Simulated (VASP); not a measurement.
# PrBe3Si (Cmmm) in VASP: single point with PBE

Aim: the single point of PrBe3Si with PBE.

Program: VASP 6.6.1. These are calculated values, not measurements. Logs are shortened: lines on timing, memory, paths and dates and some standing lists are left out, and cuts for length are marked.

**1. The cell of the first run**

The structure is orthorhombic, space group Cmmm (No. 65). Conventional cell: a = 5.954 Å, b = 6.036 Å, c = 5.607 Å, α = 90.00°, β = 90.00°, γ = 90.00°. Within 3.7 Å of Pr (site symmetry mmm) lie 2 Si at 2.80 Å and 12 Be at 2.98 to 3.51 Å. Within 3.9 Å of Be (site symmetry mmm) lie 4 Pr at 2.98 to 3.02 Å and 8 Be at 3.51 Å. Within 2.8 Å of Be (site symmetry 2/m) lie 2 Si at 2.12 Å. Si (site symmetry mmm) has 4 Be at 2.12 Å within 2.8 Å.

**2. Single point, PBE**

Contents of INCAR:

```
SYSTEM = PrBe3Si
ALGO = Normal
EDIFF = 1E-6
ENCUT = 600
GGA = PE
GGA_COMPAT = .False.
ISIF = 2
ISMEAR = 0
LASPH = .True.
LCHARG = .True.
LELF = .True.
LMAXMIX = 6
LREAL = .False.
LVHAR = .True.
LWAVE = .False.
NBANDS = 20
NELM = 200
PREC = Accurate
SIGMA = 0.2
```

Contents of KPOINTS:

```
k-points
0
Gamma
  5 5 3
  0 0 0
```

Contents of POSCAR:

```
PrBe3Si
1.0
    2.9769685815     -3.0180294365      0.0000000000
    2.9769685815      3.0180294365      0.0000000000
    0.0000000000      0.0000000000      5.6073881725
Pr Be Si
1 3 1
Direct
    0.0000000000      0.0000000000      0.0000000000
    0.5000000000      0.5000000000      0.0000000000
    0.0000000000      0.5000000000      0.5000000000
    0.5000000000      0.0000000000      0.5000000000
    0.0000000000      0.0000000000      0.5000000000
```

Potentials or basis: VASP PAW PBE potentials, release 64 (Pr, Be, Si).

On the command line:

```sh
$ cat potpaw_PBE.64/Pr/POTCAR potpaw_PBE.64/Be/POTCAR potpaw_PBE.64/Si/POTCAR > POTCAR
$ mpirun -np 1 vasp_std > vasp.out
```

OUTCAR:

```text
SYSTEM = PrBe3Si
   EDIFF = 1E-6
   ENCUT = 600
   GGA = PE
   ISIF = 2
   ISMEAR = 0
   LASPH = .True.
   LREAL = .False.
   NELM = 200
   PREC = Accurate

 ion  position               nearest neighbor table
   1  0.000  0.000  0.000-   5 2.80   5 2.80
   2  0.500  0.500  0.000-
   3  0.000  0.500  0.500-   5 2.12   5 2.12
   4  0.500  0.000  0.500-   5 2.12   5 2.12
   5  0.000  0.000  0.500-   3 2.12   4 2.12   3 2.12   4 2.12   1 2.80   1 2.80

  LATTYP: Found a base centered orthorhombic cell.
 ALAT       =     5.9539371630
 B/A-ratio  =     1.0137928412
 C/A-ratio  =     0.9417949869

  Lattice vectors:

 A1 = (   2.9769685815,  -3.0180294365,   0.0000000000)
 A2 = (   2.9769685815,   3.0180294365,   0.0000000000)
 A3 = (   0.0000000000,   0.0000000000,   5.6073881725)

Analysis of symmetry for initial positions (statically):
=====================================================================
 Subroutine PRICEL returns:
 Original cell was already a primitive cell.

 Routine SETGRP: Setting up the symmetry group for a
 base centered orthorhombic supercell.

 Subroutine GETGRP returns: Found  8 space group operations
 (whereof  8 operations were pure point group operations)
 out of a pool of  8 trial point group operations.

The static configuration has the point symmetry D_2h.

Analysis of symmetry for dynamics (positions and initial velocities):
=====================================================================
 Subroutine PRICEL returns:
 Original cell was already a primitive cell.

 Routine SETGRP: Setting up the symmetry group for a
 base centered orthorhombic supercell.

 Subroutine GETGRP returns: Found  8 space group operations
 (whereof  8 operations were pure point group operations)
 out of a pool of  8 trial point group operations.

The dynamic configuration has the point symmetry D_2h.

 Subroutine INISYM returns: Found  8 space group operations
 (whereof  8 operations are pure point group operations),
 and found     1 'primitive' translations

----------------------------------------------------------------------------------------

                                     Primitive cell

  volume of cell :     100.7600

  direct lattice vectors                    reciprocal lattice vectors
     2.976968581 -3.018029436  0.000000000     0.167956089 -0.165671015  0.000000000
     2.976968581  3.018029436  0.000000000     0.167956089  0.165671015  0.000000000
     0.000000000  0.000000000  5.607388173     0.000000000  0.000000000  0.178336147

  length of vectors
     4.239203182  4.239203182  5.607388173     0.235915521  0.235915521  0.178336147

  position of ions in fractional coordinates (direct lattice)
     0.000000000  0.000000000  0.000000000
     0.500000000  0.500000000  0.000000000
     0.000000000  0.500000000  0.500000000
     0.500000000  0.000000000  0.500000000
     0.000000000  0.000000000  0.500000000

  ion indices of the primitive-cell ions
   primitive index   ion index
                 1           1
                 2           2
                 3           3
                 4           4
                 5           5

----------------------------------------------------------------------------------------

 KPOINTS: k-points

Automatic generation of k-mesh.
 Grid dimensions read from file:
 generate k-points for:    5    5    3

 Generating k-lattice:

  Cartesian coordinates                     Fractional coordinates (reciprocal lattice)
     0.033591218 -0.033134203  0.000000000     0.200000000  0.000000000  0.000000000
     0.033591218  0.033134203  0.000000000     0.000000000  0.200000000  0.000000000
     0.000000000  0.000000000  0.059445382     0.000000000  0.000000000  0.333333333

  Length of vectors
     0.047183104  0.047183104  0.059445382

  Shift w.r.t. Gamma in fractional coordinates (k-lattice)
     0.000000000  0.000000000  0.000000000

 Subroutine IBZKPT returns following result:
 ===========================================

 Found     18 irreducible k-points:

 Following reciprocal coordinates:
            Coordinates               Weight
  0.000000  0.000000  0.000000      1.000000
  0.200000  0.000000  0.000000      4.000000
  0.400000  0.000000  0.000000      4.000000
  0.200000  0.200000  0.000000      2.000000
  0.400000  0.200000  0.000000      4.000000
 -0.400000  0.200000  0.000000      4.000000
[... 10 lines left out ...]
  0.400000  0.400000  0.333333      4.000000
 -0.400000  0.400000  0.333333      4.000000
   k-points           NKPTS =     18   k-points in BZ     NKDIM =     18   number of bands    NBANDS=     20
   number of dos      NEDOS =    301   number of ions     NIONS =      5
   total plane-waves  NPLWV =  62208
   dimension x,y,z NGX =    36 NGY =   36 NGZ =   48
   dimension x,y,z NGXF=    72 NGYF=   72 NGZF=   96
   ions per type =               1   3   1
   NGX,Y,Z   is equivalent  to a cutoff of  14.12, 14.12, 14.23 a.u.
   NGXF,Y,Z  is equivalent  to a cutoff of  28.24, 28.24, 28.46 a.u.
 SYSTEM =  PrBe3Si
   PREC   = accura    normal or accurate (medium, high low for compatibility)
   ISTART =      0    job   : 0-new  1-cont  2-samecut
   ICHARG =      2    charge: 1-file 2-atom 10-const
   ISPIN  =      1    spin polarized calculation?
   LNONCOLLINEAR =      F non collinear calculations
   LSORBIT =      F    spin-orbit coupling
   LASPH  =      T    aspherical Exc in radial PAW
   ENCUT  =  600.0 eV  44.10 Ry    6.64 a.u.   8.47  8.47 11.20*2*pi/ulx,y,z
   NELM   =    200;   NELMIN=  2; NELMDL= -5     # of ELM steps
   EDIFF  = 0.1E-05   stopping-criterion for ELM
   LREAL  =      F    real-space projection
   EDIFFG = 0.1E-04   stopping-criterion for IOM
   NSW    =      0    number of steps for IOM
   IBRION =     -1    ionic relax: 0-MD 1-quasi-New 2-CG
   NFREE  =      0    steps in history (QN), initial steepest desc. (CG)
   ISIF   =      2    stress and relaxation
   ISYM   =      2    0-nonsym 1-usesym 2-fastsym
   POTIM  = 0.5000    time-step for ionic-motion
   TEBEG  =    0.0;   TEEND  =   0.0 temperature during run
   PSTRESS=    0.0 pullay stress
   NELECT =      23.0000    total number of electrons
   NUPDOWN=      -1.0000    fix difference up-down
   EMIN   =  10.00;   EMAX   =-10.00  energy-range for DOS
   EFERMI =   0.00;   METHOD = LEGACY
   ISMEAR =     0;   SIGMA  =   0.20  broadening in eV -4-tet -1-fermi 0-gaus
   EFERMI_NEDOS =   21; number of points for ismear=-14 and -15
   IALGO  =     38    algorithm
   IMIX   =      4    mixing-type and parameters
     AMIX     =   0.40;   BMIX     =  1.00
     AMIX_MAG =   1.60;   BMIX_MAG =  1.00
  volume/ion in A,a.u.               =      20.15       135.99
  Fermi-wavevector in a.u.,A,eV,Ry     =   1.000510  1.890689 13.619701  1.001020
  Thomas-Fermi vector in A             =   2.132871
   LORBIT       =      0    0 simple, 1 ext, 2 COOP (PROOUT), +10 PAW based schemes
   GGA     = PE    functional components
   LHFCALC =     F    Hartree Fock is set to
   AEXX    =    0.0000 exact exchange contribution
   IVDW    =     0    specifies the selected vdW correction
   LEPSILON=     F    determine dielectric tensor
   LRPA    =     F    only Hartree local field effects (RPA)
 non-spin polarized calculation
 Gauss-broadening in eV      SIGMA  =   0.20
  energy-cutoff  :      600.00
  volume of cell :      100.76
 maximum number of plane-waves:      3388
 NGX is ok and might be reduce to    36
   NGX = 17   NGY = 17   NGZ = 23

 number of electron      22.9999998 magnetization

 Free energy of the ion-electron system (eV)
  ---------------------------------------------------
  ext. energy  EPLUGINS =         0.00000000
  ---------------------------------------------------
  free energy    TOTEN  =       -18.10487021 eV

  energy without entropy =      -17.76797267  energy(sigma->0) =      -17.93642144

 E-fermi :   4.0047     XC(G=0):  -9.1266

 val. band max:        3.9881668349   @ k =   0.4000   0.0000   0.3333
 cond. band min:       4.0055553012   @ k =   0.0000   0.0000   0.0000
 fundamental gap:      0.0173884663
 Fermi energy:         4.0046718164

 k-point     1 :       0.0000    0.0000    0.0000
  band No.  band energies     occupation
      1     -31.5692      2.00000
      2     -13.7594      2.00000
      3     -13.5045      2.00000
      4     -13.4894      2.00000
      5      -5.2638      2.00000
      6       0.5501      2.00000
[... 12 lines left out ...]
     19       6.2184      0.00000
     20       6.2494      0.00000

 k-point     2 :       0.2000    0.0000    0.0000
  band No.  band energies     occupation
      1     -31.5662      2.00000
      2     -13.7514      2.00000
      3     -13.5665      2.00000
      4     -13.4879      2.00000
      5      -5.1159      2.00000
      6      -0.0974      2.00000
[... 12 lines left out ...]
     19       5.5004      0.00000
     20       6.3091      0.00000

 k-point     3 :       0.4000    0.0000    0.0000
  band No.  band energies     occupation
      1     -31.5613      2.00000
      2     -13.7384      2.00000
      3     -13.6744      2.00000
      4     -13.4748      2.00000
      5      -4.8327      2.00000
      6      -0.9964      2.00000
[... 12 lines left out ...]
     19       4.6666      0.00000
     20       6.3267      0.00000

 k-point     4 :       0.2000    0.2000    0.0000
  band No.  band energies     occupation
      1     -31.5632      2.00000
      2     -13.7436      2.00000
      3     -13.5650      2.00000
      4     -13.5495      2.00000
      5      -4.9754      2.00000
      6      -0.1131      2.00000
[... 12 lines left out ...]
     19       4.9186      0.00000
     20       5.6828      0.00000

 k-point     5 :       0.4000    0.2000    0.0000
  band No.  band energies     occupation
      1     -31.5583      2.00000
      2     -13.7310      2.00000
      3     -13.6656      2.00000
      4     -13.5429      2.00000
      5      -4.7157      2.00000
      6      -0.7935      2.00000
[... 12 lines left out ...]
     19       4.9809      0.00000
     20       5.8758      0.00000

 k-point     6 :      -0.4000    0.2000    0.0000
  band No.  band energies     occupation
      1     -31.5583      2.00000
      2     -13.7310      2.00000
      3     -13.6654      2.00000
      4     -13.5429      2.00000
      5      -4.7198      2.00000
      6      -0.7912      2.00000
[... 12 lines left out ...]
     19       5.0163      0.00000
     20       5.9102      0.00000

 k-point     7 :      -0.2000    0.2000    0.0000
  band No.  band energies     occupation
      1     -31.5631      2.00000
      2     -13.7437      2.00000
      3     -13.5626      2.00000
      4     -13.5517      2.00000
      5      -4.9807      2.00000
      6      -0.1327      2.00000
[... 12 lines left out ...]
     19       4.9356      0.00000
     20       5.7339      0.00000
[... 139 lines left out ...]
 k-point    14 :       0.4000    0.2000    0.3333
  band No.  band energies     occupation
      1     -31.5578      2.00000
      2     -13.7734      2.00000
      3     -13.6637      2.00000
      4     -13.5414      2.00000
      5      -4.2627      2.00000
      6      -0.8920      2.00000
[... 12 lines left out ...]
     19       4.9079      0.00000
     20       5.8784      0.00000

 k-point    15 :      -0.4000    0.2000    0.3333
  band No.  band energies     occupation
      1     -31.5578      2.00000
      2     -13.7735      2.00000
      3     -13.6636      2.00000
      4     -13.5415      2.00000
      5      -4.2671      2.00000
      6      -0.8860      2.00000
[... 12 lines left out ...]
     19       4.8785      0.00000
     20       5.9049      0.00000

 k-point    16 :      -0.2000    0.2000    0.3333
  band No.  band energies     occupation
      1     -31.5627      2.00000
      2     -13.7872      2.00000
      3     -13.5611      2.00000
      4     -13.5500      2.00000
      5      -4.5304      2.00000
      6      -0.0782      2.00000
[... 12 lines left out ...]
     19       5.5916      0.00000
     20       6.1222      0.00000

 k-point    17 :       0.4000    0.4000    0.3333
  band No.  band energies     occupation
      1     -31.5529      2.00000
      2     -13.7605      2.00000
      3     -13.6543      2.00000
      4     -13.6435      2.00000
      5      -4.0528      2.00000
      6      -0.4122      2.00000
[... 12 lines left out ...]
     19       4.4009      0.00508
     20       6.3131      0.00000

 k-point    18 :      -0.4000    0.4000    0.3333
  band No.  band energies     occupation
      1     -31.5529      2.00000
      2     -13.7606      2.00000
      3     -13.6535      2.00000
      4     -13.6443      2.00000
      5      -4.0560      2.00000
      6      -0.4759      2.00000
[... 12 lines left out ...]
     19       4.4000      0.00518
     20       6.2901      0.00000

------------------------ aborting loop because EDIFF is reached ----------------------------------------

  FORCE on cell =-STRESS in cart. coord.  units (eV):
  Direction    XX          YY          ZZ          XY          YZ          ZX
  --------------------------------------------------------------------------------------
  -------------------------------------------------------------------------------------
  Total       -0.6702699     -0.7991985     -1.9651840      0.0000000      0.0000000      0.0000000
  in kB      -10.6579076    -12.7079911    -31.2482324      0.0000000      0.0000000      0.0000000
  external PRESSURE =     -18.2047104 kB  Pullay stress =       0.0000000 kB

 VOLUME and BASIS-vectors are now :
 -----------------------------------------------------------------------------
  energy-cutoff  :      600.00
  volume of cell :      100.76
      direct lattice vectors                 reciprocal lattice vectors
     2.976968581 -3.018029436  0.000000000     0.167956089 -0.165671015  0.000000000
     2.976968581  3.018029436  0.000000000     0.167956089  0.165671015  0.000000000
     0.000000000  0.000000000  5.607388173     0.000000000  0.000000000  0.178336147

 POSITION                                       TOTAL-FORCE (eV/Angst)
 -----------------------------------------------------------------------------------
      0.00000      0.00000      0.00000         0.000000      0.000000      0.000000
      2.97697      0.00000      0.00000        -0.000000      0.000000      0.000000
      1.48848      1.50901      2.80369         0.000000     -0.000000      0.000000
      1.48848     -1.50901      2.80369         0.000000     -0.000000      0.000000
      0.00000      0.00000      2.80369         0.000000     -0.000000      0.000000
 -----------------------------------------------------------------------------------
    total drift:                               -0.000000     -0.000000     -0.000000

  FREE ENERGIE OF THE ION-ELECTRON SYSTEM (eV)
  ---------------------------------------------------
  free  energy   TOTEN  =       -18.1048702122 eV

  energy  without entropy=      -17.7679726747  energy(sigma->0) =      -17.93642144
```

Run time: 2.6 min. Hardware: 1 thread of Intel Xeon 8259CL, shared host; peak memory 0.27 GiB.

Results:

```yaml
Free_energy: -18.1049 eV
Pressure: -1.8 GPa
```

Stress tensor (GPa, compression positive):
```
-1.07  0.00  0.00
 0.00 -1.27  0.00
 0.00  0.00 -3.12
```

Caveat: the k points lie up to 0.37 Å⁻¹ apart; spin-orbit coupling is left out, which moves the levels of the heavy elements; without U or exact exchange the open f shell lies at the Fermi level, which spoils levels, moments and volumes. Spin polarisation is off, so any magnetic state and its effect on volume and gap are missing.
